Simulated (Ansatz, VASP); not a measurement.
**Co in VASP and in Ansatz**

```
CELL_PARAMETERS angstrom
2.21108 0.00000 0.00000
0.00000 2.21108 0.00000
0.00000 0.00000 2.21108
ATOMIC_POSITIONS crystal
Co 0.00000 0.00000 0.00000
```

Alike in both runs: task relaxation of cell and atoms; functional LDA; k mesh 17 × 17 × 17; occupations fermi-dirac, width 0.05 eV; collinear spin.

```csv
,VASP,Ansatz
version,VASP 6.6.1,Ansatz 0.2.0
potentials or method,"VASP PAW LDA potentials, release 64 (Co)","PAW with Ansatz's default frozen-core files, scalar-relativistic"
plane-wave cutoff (eV),600,420
valence electrons in the cell,9,17
```

|  | VASP | Ansatz | Ansatz less VASP |
| --- | --- | --- | --- |
| net moment per atom (μB) | 1.46 | 1.54 | +0.076 |
| size of the moment on the site where the two differ most (μB) | 1.45 | 1.52 | +0.075 |
| relaxed volume (Å³/atom) | 11.36 | 11.47 | +0.109 |
| relaxed cell length with the largest relative difference (Å) | 2.248 | 2.255 | +0.0072 |

LDA's correlation is that of Perdew and Zunger in VASP and of Perdew and Wang (1992) in Ansatz. Site moments also hang on the region over which each program counts them. VASP's potentials hold 9 valence electrons a cell and Ansatz's 17, so a difference there can come from the potentials and not from the codes.
